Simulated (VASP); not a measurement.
# C in VASP: notebook, part 2 of 2

VASP 6.6.1. Earlier steps stand in the parts before.

## (5) Single point, PBEsol

File INCAR:

```
ALGO     = Normal         # electronic algorithm
EDIFF    = 1E-6           # SCF threshold, eV
ENCUT    = 520            # plane-wave cutoff, eV
GGA      = PS             # functional
ISIF     = 2              # what is computed and relaxed
ISMEAR   = -1             # smearing method
LASPH    = True           # aspherical terms in the spheres
LCHARG   = False          # write CHGCAR
LREAL    = False          # projectors in reciprocal space
LWAVE    = False          # write WAVECAR
NBANDS   = 16             # bands
NELM     = 80             # most SCF steps
PREC     = Accurate       # precision mode
SIGMA    = 0.05           # smearing width, eV
```

File KPOINTS:

```
k-points
0
Gamma
  16 16 5
```

File POSCAR:

```
C
1.0
    1.2120950064     -2.1178514602      0.0000000000
    1.2440009336      2.1362721798      0.0000000000
    0.0000000000      0.0000000000      7.1732677600
C
4
Direct
    0.0833794600      0.9166205400      0.7531376000
    0.5833794600      0.4166205400      0.2468624000
    0.9166205400      0.0833794600      0.2468624000
    0.4166205400      0.5833794600      0.7531376000
```

Potentials or basis: VASP PAW PBE potentials, release 64 (C).

Command:

```console
cat potpaw_PBE.64/C/POTCAR > POTCAR
mpirun -np 1 vasp_std > vasp.out
```

OUTCAR:

```text
EDIFF = 1E-6
   ENCUT = 520
   GGA = PS
   ISIF = 2
   ISMEAR = -1
   LASPH = True
   LREAL = False
   NELM = 80
   PREC = Accurate

 ion  position               nearest neighbor table
   1  0.083  0.917  0.753-   4 1.41   4 1.42   4 1.43
   2  0.583  0.417  0.247-   3 1.41   3 1.42   3 1.43
   3  0.917  0.083  0.247-   2 1.41   2 1.42   2 1.43
   4  0.417  0.583  0.753-   1 1.41   1 1.42   1 1.43

  LATTYP: Found a simple monoclinic cell.
 ALAT       =     2.4401780902
 B/A-ratio  =     2.9396492775
 C/A-ratio  =     1.0065515409
 COS(beta)  =    -0.4902008928

  Lattice vectors:

 A1 = (   1.2120950064,  -2.1178514602,   0.0000000000)
 A2 = (   0.0000000000,   0.0000000000,   7.1732677600)
 A3 = (  -2.4560959400,  -0.0184207196,   0.0000000000)

Analysis of symmetry for initial positions (statically):
=====================================================================
 Subroutine PRICEL returns:
 Original cell was already a primitive cell.

 Routine SETGRP: Setting up the symmetry group for a
 simple monoclinic supercell.

 Subroutine GETGRP returns: Found  4 space group operations
 (whereof  2 operations were pure point group operations)
 out of a pool of  4 trial point group operations.

The static configuration has the point symmetry S_2 .
 The point group associated with its full space group is C_2h.

Analysis of symmetry for dynamics (positions and initial velocities):
=====================================================================
 Subroutine PRICEL returns:
 Original cell was already a primitive cell.

 Routine SETGRP: Setting up the symmetry group for a
 simple monoclinic supercell.

 Subroutine GETGRP returns: Found  4 space group operations
 (whereof  2 operations were pure point group operations)
 out of a pool of  4 trial point group operations.

The dynamic configuration has the point symmetry S_2 .
[... 121 lines left out ...]
   IALGO  =     38    algorithm
   IMIX   =      4    mixing-type and parameters
     AMIX     =   0.40;   BMIX     =  1.00
     AMIX_MAG =   1.60;   BMIX_MAG =  1.00
  volume/ion in A,a.u.               =       9.37        63.22
  Fermi-wavevector in a.u.,A,eV,Ry     =   1.232751  2.329562 20.676445  1.519676
  Thomas-Fermi vector in A             =   2.367509
   LORBIT       =      0    0 simple, 1 ext, 2 COOP (PROOUT), +10 PAW based schemes
   GGA     = PS    functional components
   LHFCALC =     F    Hartree Fock is set to
   AEXX    =    0.0000 exact exchange contribution
   IVDW    =     0    specifies the selected vdW correction
   LEPSILON=     F    determine dielectric tensor
   LRPA    =     F    only Hartree local field effects (RPA)
 non-spin polarized calculation
  energy-cutoff  :      520.00
  volume of cell :       37.47
 maximum number of plane-waves:      1030
   NGX =  9   NGY =  9   NGZ = 27

 number of electron      15.9999997 magnetization

 Free energy of the ion-electron system (eV)
  ---------------------------------------------------
  ext. energy  EPLUGINS =         0.00000000
  ---------------------------------------------------
  free energy    TOTEN  =       -38.56642244 eV

  energy without entropy =      -38.56637902  energy(sigma->0) =      -38.56640073

 E-fermi :   4.1141     XC(G=0): -10.0941

 val. band max:        3.8989485115   @ k =   0.3750   0.3125   0.0000
 cond. band min:       4.3201729425   @ k =   0.3125   0.3125   0.0000
 fundamental gap:      0.4212244311
 Fermi energy:         4.1141263178

 k-point     1 :       0.0000    0.0000    0.0000
  band No.  band energies     occupation
      1     -15.5518      2.00000
      2     -15.3709      2.00000
      3      -4.2924      2.00000
      4      -2.8763      2.00000
      5       1.0841      2.00000
      6       1.0896      2.00000
[... 433 lines left out ...]
      3      -3.9462      2.00000
      4      -2.5465      2.00000
      5       0.0957      2.00000
      6       0.0992      2.00000
[... 8 lines left out ...]
     15      14.7446      0.00000
     16      14.7984      0.00000

 [... further k-points ...]

------------------------ aborting loop because EDIFF is reached ----------------------------------------

  FORCE on cell =-STRESS in cart. coord.  units (eV):
  Direction    XX          YY          ZZ          XY          YZ          ZX
  --------------------------------------------------------------------------------------
  -------------------------------------------------------------------------------------
  Total        0.5799408      0.5251520      0.0661730     -1.5261799      0.0000000      0.0000000
  in kB       24.7956896     22.4531649      2.8292634    -65.2526677      0.0000000      0.0000000
  external PRESSURE =      16.6927060 kB  Pullay stress =       0.0000000 kB

 VOLUME and BASIS-vectors are now :
 -----------------------------------------------------------------------------
  energy-cutoff  :      520.00
  volume of cell :       37.47
      direct lattice vectors                 reciprocal lattice vectors
     1.212095006 -2.117851460  0.000000000     0.408936217 -0.238133062  0.000000000
     1.244000934  2.136272180  0.000000000     0.405410028  0.232025465  0.000000000
     0.000000000  0.000000000  7.173267760     0.000000000  0.000000000  0.139406479

 POSITION                                       TOTAL-FORCE (eV/Angst)
 -----------------------------------------------------------------------------------
      1.24134      1.78157      5.40246         0.200897      0.011035     -0.005126
      1.22539     -0.34550      1.77081         0.200897      0.011035      0.005126
      1.21476     -1.76314      1.77081        -0.200897     -0.011035      0.005126
      1.23071      0.36392      5.40246        -0.200897     -0.011035     -0.005126
 -----------------------------------------------------------------------------------
    total drift:                                0.000000     -0.000000      0.000000

  FREE ENERGIE OF THE ION-ELECTRON SYSTEM (eV)
  ---------------------------------------------------
  free  energy   TOTEN  =       -38.5664224361 eV

  energy  without entropy=      -38.5663790183  energy(sigma->0) =      -38.56640073
```

OSZICAR:

```text
N       E                     dE             d eps       ncg     rms          rms(c)
DAV:   1     0.341340104750E+02    0.34134E+02   -0.78704E+03 12512   0.916E+02
DAV:   2    -0.381946552836E+02   -0.72329E+02   -0.66160E+02 17728   0.191E+02
DAV:   3    -0.410041210854E+02   -0.28095E+01   -0.27946E+01 16192   0.353E+01
DAV:   4    -0.410291141594E+02   -0.24993E-01   -0.24981E-01 15976   0.397E+00
DAV:   5    -0.410295300733E+02   -0.41591E-03   -0.41590E-03 15896   0.487E-01    0.913E+00
DAV:   6    -0.391598652421E+02    0.18697E+01   -0.12707E+00 15056   0.702E+00    0.529E+00
DAV:   7    -0.385601813724E+02    0.59968E+00   -0.15490E+00 15664   0.787E+00    0.137E+00
DAV:   8    -0.385675290291E+02   -0.73477E-02   -0.72487E-02 15232   0.160E+00    0.275E-01
DAV:   9    -0.385662111149E+02    0.13179E-02   -0.19776E-03 15928   0.303E-01    0.102E-01
DAV:  10    -0.385664270688E+02   -0.21595E-03   -0.76703E-04 13448   0.166E-01    0.740E-02
DAV:  11    -0.385664211685E+02    0.59003E-05   -0.26535E-05 16784   0.335E-02    0.165E-02
DAV:  12    -0.385664223789E+02   -0.12104E-05   -0.15905E-06 13976   0.934E-03    0.394E-03
DAV:  13    -0.385664224361E+02   -0.57292E-07   -0.40568E-07 11952   0.504E-03
   1 F= -.38566422E+02 E0= -.38566401E+02  d E =-.434179E-04
```

Wall time 1.7 min (1 thread of Intel Xeon 6975P-C (Granite Rapids), shared host); peak memory 0.26 GiB.

What came out:

```yaml
Free_energy: -38.5664 eV
Pressure: 1.7 GPa
Largest_force: 0.201 eV/Å
```

Forces in eV/Å, atoms in the order of the input:
```
C    0.201  0.011 -0.005
C    0.201  0.011  0.005
C   -0.201 -0.011  0.005
C   -0.201 -0.011 -0.005
```

Caveat: this functional lacks dispersion, which binds the layers, so the pressure and a relaxed spacing across them are unreliable; the PAW data sets were made with another functional, which shifts forces and pressure a little.

## (6) Single point, PBEsol

File INCAR:

```
PREC = Accurate
ENCUT = 520
EDIFF = 1E-6
ISMEAR = -1
SIGMA = 0.05
LREAL = F
LASPH = T
NELM = 60
ALGO = Normal
ISIF = 2
LWAVE = F
LCHARG = F
GGA = PS
NBANDS = 16
```

File KPOINTS:

```
Automatic mesh
0
Gamma
  16 16 5
```

POSCAR, as its differences from that of step 5:

```diff
@@ -2,4 +2,4 @@
 1.0
-    1.2120950064     -2.1178514602      0.0000000000
-    1.2440009336      2.1362721798      0.0000000000
+    1.1961420427     -2.1086411005      0.0000000000
+    1.2599538973      2.1454825396      0.0000000000
     0.0000000000      0.0000000000      7.1732677600
```

Potentials or basis: VASP PAW PBE potentials, release 64 (C).

Command:

```console
cat potpaw_PBE.64/C/POTCAR > POTCAR
mpirun -np 1 vasp_std > vasp.out
```

It took 99 s on 1 thread of Intel Xeon 6975P-C (Granite Rapids), shared host; peak memory 0.27 GiB.

Results (log left out):

```yaml
Free_energy: -38.5320 eV
Pressure: 1.9 GPa
Largest_force: 0.405 eV/Å
```

Forces in eV/Å, atoms in the order of the input:
```
C    0.405 -0.004 -0.005
C    0.405 -0.004  0.005
C   -0.405  0.004  0.005
C   -0.405  0.004 -0.005
```

Stress tensor (GPa, compression positive):
```
  2.79 -13.07   0.00
-13.07   2.62   0.00
  0.00   0.00   0.27
```

Caveat: this functional lacks dispersion, which binds the layers, so the pressure and a relaxed spacing across them are unreliable; the PAW data sets were made with another functional, which shifts forces and pressure a little.

## (7) Overview

```tsv
cell	pressure (GPa)	largest force (eV/Å)
a = 2.456, b = 2.456, c = 7.173 Å, angles 90.0, 90.0, 120.0°, 4 atoms	1.6	0.02
a = 2.488, b = 2.424, c = 7.173 Å, angles 90.0, 90.0, 120.0°, 4 atoms	1.9	0.40
a = 2.472, b = 2.440, c = 7.173 Å, angles 90.0, 90.0, 120.0°, 4 atoms	1.7	0.20
a = 2.440, b = 2.472, c = 7.173 Å, angles 90.0, 90.0, 120.0°, 4 atoms	1.7	0.20
a = 2.424, b = 2.488, c = 7.173 Å, angles 90.0, 90.0, 120.0°, 4 atoms	1.9	0.40
```

Alike in all rows: task single point; level PBEsol; potentials or basis VASP PAW PBE potentials, release 64 (C); no spin polarisation; k mesh 16 × 16 × 5; cutoff (eV) 520; smearing fermi-dirac 0.05 eV.

Caveats: this functional lacks dispersion, which binds the layers, so the pressure and a relaxed spacing across them are unreliable; the PAW data sets were made with another functional, which shifts forces and pressure a little.

Total energies depend on the potentials used, so only differences within one code and one set of settings carry meaning.
